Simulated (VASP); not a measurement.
# SnSe2 (P3m1) in VASP: further runs

Runs on SnSe2. Level: PBE. Tasks: single point.

Program: VASP 6.6.1. These are calculated values, not measurements. Logs are shortened: lines on timing, memory, paths and dates and some standing lists are left out, and cuts for length are marked.

## (1) The cell of the first run

Symmetry: P3m1, No. 156, trigonal system. Conventional cell: a = 3.811 Å, b = 3.811 Å, c = 6.136 Å, α = 90.00°, β = 90.00°, γ = 120.00°. Within 3.5 Å of Sn (site symmetry 3m) lie 6 Se at 2.62 to 2.74 Å. Within 3.6 Å of Se (site symmetry 3m) lie 3 Sn at 2.74 Å. Within 3.5 Å of Se (site symmetry 3m) lie 3 Sn at 2.62 Å.

## (2) Single point, PBE

INCAR reads:

```
SYSTEM = SnSe2
ALGO = Normal
EDIFF = 1E-6
ENCUT = 520
GGA = PE
ISIF = 2
ISMEAR = 0
LASPH = .TRUE.
LCHARG = .FALSE.
LREAL = .FALSE.
LWAVE = .FALSE.
NBANDS = 20
NELM = 80
PREC = Accurate
SIGMA = 0.01
```

KPOINTS reads:

```
k-points
0
G
  6 6 4
  0 0 0
```

POSCAR reads:

```
SnSe2
1.0
    3.8110000000      0.0000000000      0.0000000000
   -1.9055000000      3.3004200000      0.0000000000
    0.0000000000      0.0000000000      6.1360000000
Sn Se
1 2
Direct
    0.0000000000      0.0000000000     -0.0162972621
    0.3333333333      0.6666666667      0.2490000000
    0.6666666667      0.3333333333      0.7510000000
```

Potentials or basis: VASP PAW PBE potentials, release 64 (Sn_d, Se).

On the command line:

```
$ cat potpaw_PBE.64/Sn_d/POTCAR potpaw_PBE.64/Se/POTCAR > POTCAR
$ mpirun -np 1 vasp_std > vasp.out
```

OUTCAR:

```text
SYSTEM = SnSe2
   EDIFF = 1E-6
   ENCUT = 520
   GGA = PE
   ISIF = 2
   ISMEAR = 0
   LASPH = .TRUE.
   LREAL = .FALSE.
   NELM = 80
   PREC = Accurate

 ion  position               nearest neighbor table
   1  0.000  0.000  0.984-   3 2.62   3 2.62   3 2.62   2 2.74   2 2.74   2 2.74
   2  0.333  0.667  0.249-   1 2.74   1 2.74   1 2.74
   3  0.667  0.333  0.751-   1 2.62   1 2.62   1 2.62

  LATTYP: Found a hexagonal cell.
 ALAT       =     3.8110000000
 C/A-ratio  =     1.6100760955

  Lattice vectors:

 A1 = (   3.8110000000,   0.0000000000,   0.0000000000)
 A2 = (  -1.9055000000,   3.3004200000,   0.0000000000)
 A3 = (   0.0000000000,   0.0000000000,   6.1360000000)

Analysis of symmetry for initial positions (statically):
=====================================================================
 Subroutine PRICEL returns:
 Original cell was already a primitive cell.

 Routine SETGRP: Setting up the symmetry group for a
 hexagonal supercell.

 Subroutine GETGRP returns: Found  6 space group operations
 (whereof  6 operations were pure point group operations)
 out of a pool of 24 trial point group operations.

The static configuration has the point symmetry C_3v.

Analysis of symmetry for dynamics (positions and initial velocities):
=====================================================================
 Subroutine PRICEL returns:
 Original cell was already a primitive cell.

 Routine SETGRP: Setting up the symmetry group for a
 hexagonal supercell.

 Subroutine GETGRP returns: Found  6 space group operations
 (whereof  6 operations were pure point group operations)
 out of a pool of 24 trial point group operations.

The dynamic configuration has the point symmetry C_3v.

 Subroutine INISYM returns: Found  6 space group operations
 (whereof  6 operations are pure point group operations),
 and found     1 'primitive' translations

----------------------------------------------------------------------------------------

                                     Primitive cell

[... 80 lines left out ...]
   NGXF,Y,Z  is equivalent  to a cutoff of  24.43, 24.43, 26.01 a.u.
 SYSTEM =  SnSe2
   PREC   = accura    normal or accurate (medium, high low for compatibility)
   ISTART =      0    job   : 0-new  1-cont  2-samecut
   ICHARG =      2    charge: 1-file 2-atom 10-const
   ISPIN  =      1    spin polarized calculation?
   LNONCOLLINEAR =      F non collinear calculations
   LSORBIT =      F    spin-orbit coupling
   LASPH  =      T    aspherical Exc in radial PAW
   ENCUT  =  520.0 eV  38.22 Ry    6.18 a.u.   7.09  7.09 11.41*2*pi/ulx,y,z
   NELM   =     80;   NELMIN=  2; NELMDL= -5     # of ELM steps
   EDIFF  = 0.1E-05   stopping-criterion for ELM
   LREAL  =      F    real-space projection
   EDIFFG = 0.1E-04   stopping-criterion for IOM
   NSW    =      0    number of steps for IOM
   IBRION =     -1    ionic relax: 0-MD 1-quasi-New 2-CG
   NFREE  =      0    steps in history (QN), initial steepest desc. (CG)
   ISIF   =      2    stress and relaxation
   ISYM   =      2    0-nonsym 1-usesym 2-fastsym
   POTIM  = 0.5000    time-step for ionic-motion
   TEBEG  =    0.0;   TEEND  =   0.0 temperature during run
   PSTRESS=    0.0 pullay stress
   NELECT =      26.0000    total number of electrons
   NUPDOWN=      -1.0000    fix difference up-down
   EMIN   =  10.00;   EMAX   =-10.00  energy-range for DOS
   EFERMI =   0.00;   METHOD = LEGACY
   ISMEAR =     0;   SIGMA  =   0.01  broadening in eV -4-tet -1-fermi 0-gaus
   EFERMI_NEDOS =   21; number of points for ismear=-14 and -15
   IALGO  =     38    algorithm
   IMIX   =      4    mixing-type and parameters
     AMIX     =   0.40;   BMIX     =  1.00
     AMIX_MAG =   1.60;   BMIX_MAG =  1.00
  volume/ion in A,a.u.               =      25.73       173.61
  Fermi-wavevector in a.u.,A,eV,Ry     =   1.139116  2.152618 17.654732  1.297586
  Thomas-Fermi vector in A             =   2.275820
   LORBIT       =      0    0 simple, 1 ext, 2 COOP (PROOUT), +10 PAW based schemes
   GGA     = PE    functional components
   LHFCALC =     F    Hartree Fock is set to
   AEXX    =    0.0000 exact exchange contribution
   IVDW    =     0    specifies the selected vdW correction
   LEPSILON=     F    determine dielectric tensor
   LRPA    =     F    only Hartree local field effects (RPA)
 non-spin polarized calculation
 Gauss-broadening in eV      SIGMA  =   0.01
  energy-cutoff  :      520.00
  volume of cell :       77.18
 maximum number of plane-waves:      2109
   NGX = 15   NGY = 15   NGZ = 23

 number of electron      25.9999999 magnetization

 Free energy of the ion-electron system (eV)
  ---------------------------------------------------
  ext. energy  EPLUGINS =         0.00000000
  ---------------------------------------------------
  free energy    TOTEN  =       -11.65518310 eV

  energy without entropy =      -11.65518310  energy(sigma->0) =      -11.65518310

 E-fermi :   4.3039     XC(G=0):  -9.4535

 val. band max:        4.1834536159   @ k =   0.0000   0.0000   0.0000
 cond. band min:       4.9726029877   @ k =   0.5000  -0.0000   0.2500
 fundamental gap:      0.7891493718
 Fermi energy:         4.3039407281

 k-point     1 :       0.0000    0.0000    0.0000
  band No.  band energies     occupation
      1     -17.1233      2.00000
      2     -17.1233      2.00000
      3     -17.0828      2.00000
      4     -17.0669      2.00000
      5     -17.0669      2.00000
      6      -9.9272      2.00000
[... 541 lines left out ...]
     19      12.9806      0.00000
     20      13.3546      0.00000

------------------------ aborting loop because EDIFF is reached ----------------------------------------

  FORCE on cell =-STRESS in cart. coord.  units (eV):
  Direction    XX          YY          ZZ          XY          YZ          ZX
  --------------------------------------------------------------------------------------
  -------------------------------------------------------------------------------------
  Total        2.7288457      2.7288410      3.0807425      0.0000000      0.0000000      0.0000000
  in kB       56.6494957     56.6493991     63.9547007      0.0000000      0.0000000      0.0000000
  external PRESSURE =      59.0845318 kB  Pullay stress =       0.0000000 kB

 VOLUME and BASIS-vectors are now :
 -----------------------------------------------------------------------------
  energy-cutoff  :      520.00
  volume of cell :       77.18
      direct lattice vectors                 reciprocal lattice vectors
     3.811000000  0.000000000  0.000000000     0.262398321  0.151495870  0.000000000
    -1.905500000  3.300420000  0.000000000     0.000000000  0.302991740  0.000000000
     0.000000000  0.000000000  6.136000000     0.000000000  0.000000000  0.162972621

 POSITION                                       TOTAL-FORCE (eV/Angst)
 -----------------------------------------------------------------------------------
      0.00000      0.00000      6.03600         0.000000     -0.000000      1.635834
     -0.00000      2.20028      1.52786         0.000000      0.000000      0.015544
      1.90550      1.10014      4.60814        -0.000000     -0.000000     -1.651378
 -----------------------------------------------------------------------------------
    total drift:                               -0.000000      0.000005     -0.000104

  FREE ENERGIE OF THE ION-ELECTRON SYSTEM (eV)
  ---------------------------------------------------
  free  energy   TOTEN  =       -11.6551831032 eV

  energy  without entropy=      -11.6551831032  energy(sigma->0) =      -11.65518310
```

It took 17 s on 1 thread of AMD EPYC 9R45 (Zen 5), shared host; peak memory 0.17 GiB.

What came out:

```yaml
Free_energy: -11.6552 eV
Pressure: 5.9 GPa
Largest_force: 1.651 eV/Å
Band_gap_on_the_k_mesh: 0.79 eV, indirect (least direct gap 1.01 eV)
```

Forces in eV/Å, atoms in the order of the input:
```
Sn   0.000  0.000  1.636
Se   0.000  0.000  0.016
Se   0.000  0.000 -1.651
```

Stress tensor (GPa, compression positive):
```
5.66 0.00 0.00
0.00 5.66 0.00
0.00 0.00 6.40
```

Levels at points of the mesh, in eV from the valence-band top:
```tsv
k point	band 9	band 10	band 11	band 12	band 13	band 14	band 15	band 16	band 17	band 18
(0.00, 0.00, 0.00)	-0.99	-0.99	-0.14	-0.14	0.00	1.01	2.97	4.59	4.59	8.09
(0.50, 0.00, 0.00)	-4.44	-2.91	-2.78	-1.19	-0.24	1.12	3.72	5.49	5.51	7.28
(0.00, 0.00, 0.50)	-2.04	-1.02	-1.02	-0.04	-0.04	2.21	3.11	4.32	4.32	8.16
(0.50, 0.00, 0.50)	-4.89	-2.64	-1.99	-0.84	-0.61	0.85	4.18	4.83	5.91	6.35
```

Caveat: spin-orbit coupling is left out, which moves the levels of the heavy elements; this functional lacks dispersion, which binds the layers, so the pressure and a relaxed spacing across them are unreliable; forces of over 1 eV/Å act on the atoms, so gaps and moduli don't describe the material at rest. A k mesh can miss the band edges.

## (3) Single point, PBE

INCAR reads:

```
ALGO = Normal
EDIFF = 1E-6
ENCUT = 520
GGA = PE
ISIF = 2
ISMEAR = 0
LASPH = T
LCHARG = T
LELF = T
LREAL = F
LVHAR = T
LWAVE = F
NBANDS = 20
NELM = 80
PREC = Accurate
SIGMA = 0.01
```

KPOINTS reads:

```
k-points
0
Gamma
  6 6 4
```

POSCAR: that of step 2 with these lines changed.

```diff
@@ -8,3 +8,3 @@
 Direct
-    0.0000000000      0.0000000000     -0.0162972621
+    0.0000000000      0.0000000000     -0.0081486310
     0.3333333333      0.6666666667      0.2490000000
```

Potentials or basis: VASP PAW PBE potentials, release 64 (Sn_d, Se).

On the command line:

```
$ cat potpaw_PBE.64/Sn_d/POTCAR potpaw_PBE.64/Se/POTCAR > POTCAR
$ mpirun -np 1 vasp_std > vasp.out
```

OUTCAR:

```text
EDIFF = 1E-6
   ENCUT = 520
   GGA = PE
   ISIF = 2
   ISMEAR = 0
   LASPH = T
   LREAL = F
   NELM = 80
   PREC = Accurate

 ion  position               nearest neighbor table
   1  0.000  0.000  0.992-   3 2.65   3 2.65   3 2.65   2 2.71   2 2.71   2 2.71
   2  0.333  0.667  0.249-   1 2.71   1 2.71   1 2.71
   3  0.667  0.333  0.751-   1 2.65   1 2.65   1 2.65

  LATTYP: Found a hexagonal cell.
 ALAT       =     3.8110000000
 C/A-ratio  =     1.6100760955

  Lattice vectors:

 A1 = (   3.8110000000,   0.0000000000,   0.0000000000)
 A2 = (  -1.9055000000,   3.3004200000,   0.0000000000)
 A3 = (   0.0000000000,   0.0000000000,   6.1360000000)

Analysis of symmetry for initial positions (statically):
=====================================================================
 Subroutine PRICEL returns:
 Original cell was already a primitive cell.

 Routine SETGRP: Setting up the symmetry group for a
 hexagonal supercell.

 Subroutine GETGRP returns: Found  6 space group operations
 (whereof  6 operations were pure point group operations)
 out of a pool of 24 trial point group operations.

The static configuration has the point symmetry C_3v.

Analysis of symmetry for dynamics (positions and initial velocities):
=====================================================================
 Subroutine PRICEL returns:
 Original cell was already a primitive cell.

 Routine SETGRP: Setting up the symmetry group for a
 hexagonal supercell.

 Subroutine GETGRP returns: Found  6 space group operations
 (whereof  6 operations were pure point group operations)
 out of a pool of 24 trial point group operations.

The dynamic configuration has the point symmetry C_3v.

 Subroutine INISYM returns: Found  6 space group operations
 (whereof  6 operations are pure point group operations),
 and found     1 'primitive' translations

[... 109 lines left out ...]
   EFERMI =   0.00;   METHOD = LEGACY
   ISMEAR =     0;   SIGMA  =   0.01  broadening in eV -4-tet -1-fermi 0-gaus
   EFERMI_NEDOS =   21; number of points for ismear=-14 and -15
   IALGO  =     38    algorithm
   IMIX   =      4    mixing-type and parameters
     AMIX     =   0.40;   BMIX     =  1.00
     AMIX_MAG =   1.60;   BMIX_MAG =  1.00
  volume/ion in A,a.u.               =      25.73       173.61
  Fermi-wavevector in a.u.,A,eV,Ry     =   1.139116  2.152618 17.654732  1.297586
  Thomas-Fermi vector in A             =   2.275820
   LORBIT       =      0    0 simple, 1 ext, 2 COOP (PROOUT), +10 PAW based schemes
   GGA     = PE    functional components
   LHFCALC =     F    Hartree Fock is set to
   AEXX    =    0.0000 exact exchange contribution
   IVDW    =     0    specifies the selected vdW correction
   LEPSILON=     F    determine dielectric tensor
   LRPA    =     F    only Hartree local field effects (RPA)
 non-spin polarized calculation
 Gauss-broadening in eV      SIGMA  =   0.01
  energy-cutoff  :      520.00
  volume of cell :       77.18
 maximum number of plane-waves:      2109
   NGX = 15   NGY = 15   NGZ = 23

 number of electron      26.0000004 magnetization

 Free energy of the ion-electron system (eV)
  ---------------------------------------------------
  ext. energy  EPLUGINS =         0.00000000
  ---------------------------------------------------
  free energy    TOTEN  =       -11.71668323 eV

  energy without entropy =      -11.71668323  energy(sigma->0) =      -11.71668323

 E-fermi :   4.2243     XC(G=0):  -9.4531

 val. band max:        4.1742098934   @ k =   0.0000   0.0000   0.0000
 cond. band min:       4.9828460905   @ k =   0.5000  -0.0000   0.2500
 fundamental gap:      0.8086361972
 Fermi energy:         4.2243397615

 k-point     1 :       0.0000    0.0000    0.0000
  band No.  band energies     occupation
      1     -17.1039      2.00000
      2     -17.1039      2.00000
      3     -17.0653      2.00000
      4     -17.0496      2.00000
      5     -17.0496      2.00000
      6      -9.8525      2.00000
[... 541 lines left out ...]
     19      13.1221      0.00000
     20      13.2216      0.00000

------------------------ aborting loop because EDIFF is reached ----------------------------------------

  FORCE on cell =-STRESS in cart. coord.  units (eV):
  Direction    XX          YY          ZZ          XY          YZ          ZX
  --------------------------------------------------------------------------------------
  -------------------------------------------------------------------------------------
  Total        2.5602817      2.5602774      3.1390915     -0.0000000      0.0000000      0.0000000
  in kB       53.1501911     53.1501005     65.1659972     -0.0000000      0.0000000      0.0000000
  external PRESSURE =      57.1554296 kB  Pullay stress =       0.0000000 kB

 VOLUME and BASIS-vectors are now :
 -----------------------------------------------------------------------------
  energy-cutoff  :      520.00
  volume of cell :       77.18
      direct lattice vectors                 reciprocal lattice vectors
     3.811000000  0.000000000  0.000000000     0.262398321  0.151495870  0.000000000
    -1.905500000  3.300420000  0.000000000     0.000000000  0.302991740  0.000000000
     0.000000000  0.000000000  6.136000000     0.000000000  0.000000000  0.162972621

 POSITION                                       TOTAL-FORCE (eV/Angst)
 -----------------------------------------------------------------------------------
      0.00000      0.00000      6.08600        -0.000000     -0.000000      0.821815
     -0.00000      2.20028      1.52786        -0.000000     -0.000000      0.394646
      1.90550      1.10014      4.60814         0.000000      0.000000     -1.216461
 -----------------------------------------------------------------------------------
    total drift:                               -0.000000      0.000002     -0.000178

  FREE ENERGIE OF THE ION-ELECTRON SYSTEM (eV)
  ---------------------------------------------------
  free  energy   TOTEN  =       -11.7166832289 eV

  energy  without entropy=      -11.7166832289  energy(sigma->0) =      -11.71668323
```

stdout:

```text
POSCAR found type information on POSCAR SnSe
 POSCAR found :  2 types and       3 ions
 scaLAPACK will be used
 LDA part: xc-table for (Slater+PW92), standard interpolation
 POSCAR, INCAR and KPOINTS ok, starting setup
 FFT: planning ... GRIDC
 FFT: planning ... GRID_SOFT
 FFT: planning ... GRID
 WAVECAR not read
 entering main loop
```

It took 17 s on 1 thread of AMD EPYC 9R45 (Zen 5), shared host; peak memory 0.17 GiB.

Results:

```
Free energy            : -11.7167 eV
Pressure               : 5.7 GPa
Largest force          : 1.216 eV/Å
Band gap on the k mesh : 0.81 eV, indirect (least direct gap 1.07 eV)
```

Forces on the atoms (eV/Å):
```
Sn   0.000  0.000  0.822
Se   0.000  0.000  0.395
Se   0.000  0.000 -1.216
```

Stress tensor (GPa, compression positive):
```
5.32 0.00 0.00
0.00 5.32 0.00
0.00 0.00 6.52
```

Caveat: spin-orbit coupling is left out, which moves the levels of the heavy elements; this functional lacks dispersion, which binds the layers, so the pressure and a relaxed spacing across them are unreliable; forces of over 1 eV/Å act on the atoms, so gaps and moduli don't describe the material at rest. A k mesh can miss the band edges.
